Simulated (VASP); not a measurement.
# BaS (Fm-3m) in VASP: further runs

BaS is run at these levels: PBE; tasks: single point.

All numbers are computed with VASP 6.6.1; they aren't measurements. Logs are shortened: lines on timing, memory, paths and dates and some standing lists are left out, and cuts for length are marked.

## (1) The cell of the first run

The structure is cubic, space group Fm-3m (No. 225). The conventional cell has a = 6.572 Å, b = 6.572 Å, c = 6.572 Å, α = 90.00°, β = 90.00°, γ = 90.00°. Ba (site symmetry m-3m) has 6 S at 3.29 Å within 4.3 Å. S (site symmetry m-3m) has 6 Ba at 3.29 Å within 4.3 Å.

## (2) Single point, PBE, non-collinear spin, zero start, spin-orbit coupling (volume scaled by 1.070)

Input file INCAR:

```
PREC = Accurate
ENCUT = 520
EDIFF = 1E-6
ISMEAR = 0
SIGMA = 0.05
LREAL = False
LASPH = True
NELM = 150
ALGO = Normal
ISIF = 2
LWAVE = False
LCHARG = False
LNONCOLLINEAR = True
MAGMOM = 0 0 0 0 0 0
LORBIT = 11
LSORBIT = True
GGA_COMPAT = False
LORBMOM = True
GGA = PE
NBANDS = 28
```

Input file KPOINTS:

```
Automatic mesh
0
Gamma
  6 6 6
```

Input file POSCAR:

```
BaS
1.0
    0.0000000000      3.2861840900      3.2861840900
    3.2861840900      0.0000000000      3.2861840900
    3.2861840900      3.2861840900      0.0000000000
Ba S
1 1
Direct
    0.5000000000      0.5000000000      0.5000000000
    0.0000000000      0.0000000000      0.0000000000
```

Potentials or basis: VASP PAW PBE potentials, release 64 (Ba_sv, S).

Launch:

```
$ cat potpaw_PBE.64/Ba_sv/POTCAR potpaw_PBE.64/S/POTCAR > POTCAR
$ mpirun -np 1 vasp_ncl > vasp.out
```

OUTCAR:

```text
PREC = Accurate
   ENCUT = 520
   EDIFF = 1E-6
   ISMEAR = 0
   LREAL = False
   LASPH = True
   NELM = 150
   ISIF = 2
   LNONCOLLINEAR = True
   LORBIT = 11
   LSORBIT = True
   GGA = PE

 ion  position               nearest neighbor table
   1  0.500  0.500  0.500-   2 3.29   2 3.29   2 3.29   2 3.29   2 3.29   2 3.29
   2  0.000  0.000  0.000-   1 3.29   1 3.29   1 3.29   1 3.29   1 3.29   1 3.29

  LATTYP: Found a face centered cubic cell.
 ALAT       =     6.5723681800

  Lattice vectors:

 A1 = (   0.0000000000,   3.2861840900,   3.2861840900)
 A2 = (   3.2861840900,   0.0000000000,   3.2861840900)
 A3 = (   3.2861840900,   3.2861840900,   0.0000000000)

Analysis of symmetry for initial positions (statically):
=====================================================================
 Subroutine PRICEL returns:
 Original cell was already a primitive cell.

 Routine SETGRP: Setting up the symmetry group for a
 face centered cubic supercell.

 Subroutine GETGRP returns: Found 48 space group operations
 (whereof 48 operations were pure point group operations)
 out of a pool of 48 trial point group operations.

The static configuration has the point symmetry O_h .

Analysis of symmetry for dynamics (positions and initial velocities):
=====================================================================
 Subroutine PRICEL returns:
 Original cell was already a primitive cell.

 Routine SETGRP: Setting up the symmetry group for a
 face centered cubic supercell.

 Subroutine GETGRP returns: Found 48 space group operations
 (whereof 48 operations were pure point group operations)
 out of a pool of 48 trial point group operations.

The dynamic configuration has the point symmetry O_h .

Analysis of structural, dynamic, and magnetic symmetry:
=====================================================================
 Subroutine PRICEL returns:
 Original cell was already a primitive cell.

 Routine SETGRP: Setting up the symmetry group for a
 face centered cubic supercell.

 Subroutine GETGRP returns: Found 48 space group operations
 (whereof 48 operations were pure point group operations)
 out of a pool of 48 trial point group operations.

The overall configuration has the point symmetry O_h .

 Subroutine INISYM returns: Found 48 space group operations
 (whereof 48 operations are pure point group operations),
 and found     1 'primitive' translations

----------------------------------------------------------------------------------------

                                     Primitive cell

  volume of cell :      70.9750

  direct lattice vectors                    reciprocal lattice vectors
     0.000000000  3.286184090  3.286184090    -0.152152158  0.152152158  0.152152158
     3.286184090  0.000000000  3.286184090     0.152152158 -0.152152158  0.152152158
     3.286184090  3.286184090  0.000000000     0.152152158  0.152152158 -0.152152158

  length of vectors
     4.647366109  4.647366109  4.647366109     0.263535268  0.263535268  0.263535268

  position of ions in fractional coordinates (direct lattice)
     0.500000000  0.500000000  0.500000000
     0.000000000  0.000000000  0.000000000

  ion indices of the primitive-cell ions
   primitive index   ion index
                 1           1
                 2           2

----------------------------------------------------------------------------------------

 KPOINTS: Automatic mesh

Automatic generation of k-mesh.
 Grid dimensions read from file:
 generate k-points for:    6    6    6

 Generating k-lattice:

  Cartesian coordinates                     Fractional coordinates (reciprocal lattice)
    -0.025358693  0.025358693  0.025358693     0.166666667  0.000000000  0.000000000
[... 90 lines left out ...]
 number of electron      15.9999998 magnetization      -0.0000000      0.0000000     -0.0000000

 number of electron      15.9999998 magnetization       0.0000000     -0.0000000      0.0000000

 number of electron      15.9999998 magnetization      -0.0000000     -0.0000000     -0.0000000

 Free energy of the ion-electron system (eV)
  ---------------------------------------------------
  ext. energy  EPLUGINS =         0.00000000
  ---------------------------------------------------
  free energy    TOTEN  =       -10.36566601 eV

  energy without entropy =      -10.36566601  energy(sigma->0) =      -10.36566601

 E-fermi :   1.3676     XC(G=0):  -8.2775

 val. band max:        1.0770762921   @ k =   0.0000   0.0000   0.0000
 cond. band min:       3.2615289890   @ k =   0.5000   0.5000   0.0000
 fundamental gap:      2.1844526969
 Fermi energy:         1.3676003507

 k-point     1 :       0.0000    0.0000    0.0000
  band No.  band energies     occupation
      1     -25.3283      1.00000
      2     -25.3283      1.00000
      3     -11.7375      1.00000
      4     -11.7375      1.00000
      5      -9.7639      1.00000
      6      -9.7639      1.00000
[... 485 lines left out ...]
     27       8.7622      0.00000
     28       8.7622      0.00000

------------------------ aborting loop because EDIFF is reached ----------------------------------------

  FORCE on cell =-STRESS in cart. coord.  units (eV):
  Direction    XX          YY          ZZ          XY          YZ          ZX
  --------------------------------------------------------------------------------------
  -------------------------------------------------------------------------------------
  Total       -0.8742799     -0.8742799     -0.8742799     -0.0000000      0.0000000      0.0000000
  in kB      -19.7358309    -19.7358309    -19.7358309     -0.0000000      0.0000000      0.0000000
  external PRESSURE =     -19.7358309 kB  Pullay stress =       0.0000000 kB

 VOLUME and BASIS-vectors are now :
 -----------------------------------------------------------------------------
  energy-cutoff  :      520.00
  volume of cell :       70.98
      direct lattice vectors                 reciprocal lattice vectors
     0.000000000  3.286184090  3.286184090    -0.152152158  0.152152158  0.152152158
     3.286184090  0.000000000  3.286184090     0.152152158 -0.152152158  0.152152158
     3.286184090  3.286184090  0.000000000     0.152152158  0.152152158 -0.152152158

 POSITION                                       TOTAL-FORCE (eV/Angst)
 -----------------------------------------------------------------------------------
      3.28618      3.28618      3.28618        -0.000000      0.000000     -0.000000
      0.00000      0.00000      0.00000         0.000000     -0.000000      0.000000
 -----------------------------------------------------------------------------------
    total drift:                                0.000000      0.000000      0.000000

  FREE ENERGIE OF THE ION-ELECTRON SYSTEM (eV)
  ---------------------------------------------------
  free  energy   TOTEN  =       -10.3656660119 eV

  energy  without entropy=      -10.3656660119  energy(sigma->0) =      -10.36566601

 orbital moment (x)

 # of ion     p       d       tot
 ----------------------------------------
  1         0.000  -0.000  -0.000
  2         0.000   0.000   0.000
 ----------------------------------------
            0.000  -0.000  -0.000

 orbital moment (y)

 # of ion     p       d       tot
 ----------------------------------------
  1         0.000   0.000   0.000
  2         0.000   0.000   0.000
 ----------------------------------------
            0.000   0.000   0.000

 orbital moment (z)

 # of ion     p       d       tot
 ----------------------------------------
  1         0.000   0.000   0.000
  2         0.000   0.000   0.000
 ----------------------------------------
            0.000   0.000   0.000

 Spin-Orbit-Coupling matrix elements

 Ion:    1  E_soc:     -0.3881117
 l=   1
     0.0000000    -0.0644983    -0.0644983
    -0.0644983     0.0000000    -0.0644983
    -0.0644983    -0.0644983     0.0000000
 l=   2
     0.0000000    -0.0000120     0.0000000    -0.0000120    -0.0001750
    -0.0000120     0.0000000    -0.0001313    -0.0000120    -0.0000438
     0.0000000    -0.0001313     0.0000000    -0.0001313     0.0000000
    -0.0000120    -0.0000120    -0.0001313     0.0000000    -0.0000438
    -0.0001750    -0.0000438     0.0000000    -0.0000438     0.0000000
 l=   3
     0.0000000     0.0000000     0.0000000     0.0000000     0.0000000     0.0000000     0.0000000
     0.0000000     0.0000000     0.0000000     0.0000000     0.0000000     0.0000000     0.0000000
     0.0000000     0.0000000     0.0000000     0.0000000     0.0000000     0.0000000     0.0000000
     0.0000000     0.0000000     0.0000000     0.0000000     0.0000000     0.0000000     0.0000000
     0.0000000     0.0000000     0.0000000     0.0000000     0.0000000     0.0000000     0.0000000
     0.0000000     0.0000000     0.0000000     0.0000000     0.0000000     0.0000000     0.0000000
     0.0000000     0.0000000     0.0000000     0.0000000     0.0000000     0.0000000     0.0000000

 Ion:    2  E_soc:     -0.0023555
 l=   1
     0.0000000    -0.0003926    -0.0003926
    -0.0003926     0.0000000    -0.0003926
    -0.0003926    -0.0003926     0.0000000
 l=   2
     0.0000000     0.0000000     0.0000000     0.0000000     0.0000000
     0.0000000     0.0000000     0.0000000     0.0000000     0.0000000
     0.0000000     0.0000000     0.0000000     0.0000000     0.0000000
     0.0000000     0.0000000     0.0000000     0.0000000     0.0000000
     0.0000000     0.0000000     0.0000000     0.0000000     0.0000000
 l=   3
     0.0000000     0.0000000     0.0000000     0.0000000     0.0000000     0.0000000     0.0000000
     0.0000000     0.0000000     0.0000000     0.0000000     0.0000000     0.0000000     0.0000000
     0.0000000     0.0000000     0.0000000     0.0000000     0.0000000     0.0000000     0.0000000
     0.0000000     0.0000000     0.0000000     0.0000000     0.0000000     0.0000000     0.0000000
     0.0000000     0.0000000     0.0000000     0.0000000     0.0000000     0.0000000     0.0000000
     0.0000000     0.0000000     0.0000000     0.0000000     0.0000000     0.0000000     0.0000000
     0.0000000     0.0000000     0.0000000     0.0000000     0.0000000     0.0000000     0.0000000

 total charge

# of ion       s       p       d       tot
------------------------------------------
    1        2.006   5.613   0.239   7.858
    2        1.320   2.402   0.000   3.722
--------------------------------------------------
tot          3.326   8.015   0.239  11.580

 magnetization (x)

# of ion       s       p       d       tot
------------------------------------------
    1       -0.000   0.000   0.000   0.000
    2        0.000   0.000   0.000   0.000
--------------------------------------------------
tot         -0.000   0.000   0.000   0.000

 magnetization (y)

# of ion       s       p       d       tot
------------------------------------------
    1       -0.000   0.000   0.000  -0.000
    2        0.000   0.000   0.000   0.000
--------------------------------------------------
tot         -0.000   0.000   0.000  -0.000

 magnetization (z)

# of ion       s       p       d       tot
------------------------------------------
    1       -0.000  -0.000   0.000  -0.000
    2        0.000  -0.000   0.000  -0.000
--------------------------------------------------
tot         -0.000  -0.000   0.000  -0.000
```

It took 87 s on 1 thread of AMD EPYC 7R43 (Zen 3), shared host; peak memory 0.35 GiB.

What came out:

* Free energy: -10.3657 eV
* Pressure: -2.0 GPa
* Net moment: 0.00 μB per cell
* Valence electrons inside the program's atomic spheres: Ba 7.86; S 3.72

Moments on the atoms (μB; x, y, z):
```
Ba  0.00 0.00 0.00
S   0.00 0.00 0.00
```

## (3) Single point, PBE, non-collinear spin, zero start, spin-orbit coupling (volume scaled by 0.960)

Input file INCAR:

```
SYSTEM = BaS
PREC     = Accurate       ! precision mode
ENCUT    = 520            ! plane-wave cutoff, eV
EDIFF    = 1E-6           ! SCF threshold, eV
ISMEAR   = 0              ! smearing method
SIGMA    = 0.05           ! smearing width, eV
LREAL    = .FALSE.        ! projectors in reciprocal space
LASPH    = .TRUE.         ! aspherical terms in the spheres
NELM     = 150            ! most SCF steps
ALGO     = Normal         ! electronic algorithm
ISIF     = 2              ! what is computed and relaxed
LWAVE    = .FALSE.        ! write WAVECAR
LCHARG   = .TRUE.         ! write CHGCAR
MAGMOM   = 0 0 0 0 0 0    ! initial moments
LORBIT   = 11             ! projections on sites
LSORBIT  = .TRUE.         ! spin-orbit coupling
GGA_COMPAT= .FALSE.      
LORBMOM  = .TRUE.       
GGA      = PE             ! functional
LVHAR    = .TRUE.       
NBANDS   = 28             ! bands
```

Input file KPOINTS:

```
regular mesh
0
G
  6 6 6
  0 0 0
```

Input file POSCAR:

```
BaS
1.0
    0.0000000000      3.1694777486      3.1694777486
    3.1694777486      0.0000000000      3.1694777486
    3.1694777486      3.1694777486      0.0000000000
Ba S
1 1
Direct
    0.5000000000      0.5000000000      0.5000000000
    0.0000000000      0.0000000000      0.0000000000
```

Potentials or basis: VASP PAW PBE potentials, release 64 (Ba_sv, S).

Launch:

```
$ cat potpaw_PBE.64/Ba_sv/POTCAR potpaw_PBE.64/S/POTCAR > POTCAR
$ mpirun -np 1 vasp_ncl > vasp.out
```

Run time: 70 s. Hardware: 1 thread of Intel Xeon Platinum 8488C (Sapphire Rapids), shared host; peak memory 0.39 GiB.

It converged, with:

- Free energy: -10.3615 eV
- Pressure: 2.6 GPa
- Net moment: 0.00 μB per cell
- Valence electrons inside the program's atomic spheres: Ba 7.92; S 3.76

Moments on the atoms (μB; x, y, z):
```
Ba  0.00 0.00 0.00
S   0.00 0.00 0.00
```

## (4) Single point, PBE, non-collinear spin, zero start, spin-orbit coupling (volume scaled by 0.980)

Input file INCAR:

```
PREC = Accurate
ENCUT = 520
EDIFF = 1E-7
ISMEAR = 0
SIGMA = 0.05
LREAL = False
LASPH = True
NELM = 150
ALGO = Normal
ISIF = 2
LWAVE = False
LCHARG = False
MAGMOM = 0 0 0 0 0 0
LORBIT = 11
LSORBIT = True
GGA_COMPAT = False
LORBMOM = True
GGA = PE
NBANDS = 28
```

Input file KPOINTS:

```
regular mesh
0
Gamma
  6 6 6
```

Input file POSCAR:

```
BaS
1.0
    0.0000000000      3.1913369066      3.1913369066
    3.1913369066      0.0000000000      3.1913369066
    3.1913369066      3.1913369066      0.0000000000
Ba S
1 1
Direct
    0.5000000000      0.5000000000      0.5000000000
    0.0000000000      0.0000000000      0.0000000000
```

Launch:

```
$ cat potpaw_PBE.64/Ba_sv/POTCAR potpaw_PBE.64/S/POTCAR > POTCAR
$ mpirun -np 1 vasp_ncl > vasp.out
```

Wall time 72 s (1 thread of Intel Xeon Platinum 8488C (Sapphire Rapids), shared host); peak memory 0.38 GiB.

The run converged. Its results:

```yaml
Free_energy: -10.3786 eV
Pressure: 1.5 GPa
Net_moment: 0.00 μB per cell
Valence_electrons_inside_the_program's_atomic_spheres: Ba 7.91; S 3.75
```

Moments on the atoms (μB; x, y, z):
```
Ba  0.00 0.00 0.00
S   0.00 0.00 0.00
```

## (5) Overview

| cell | pressure (GPa) | moment (μB) |
| --- | --- | --- |
| a = 4.647 Å, angles 60.0°, 2 atoms | -2.0 | 0.00 |
| a = 4.482 Å, angles 60.0°, 2 atoms | 2.6 | 0.00 |
| a = 4.513 Å, angles 60.0°, 2 atoms | 1.5 | 0.00 |

Alike in all rows: task single point; level PBE; potentials or basis VASP PAW PBE potentials, release 64 (Ba_sv, S); spin non-collinear, zero start, SOC; k mesh 6 × 6 × 6; cutoff (eV) 520; smearing gaussian 0.05 eV.

Absolute energies hang on the potentials; compare differences alone.
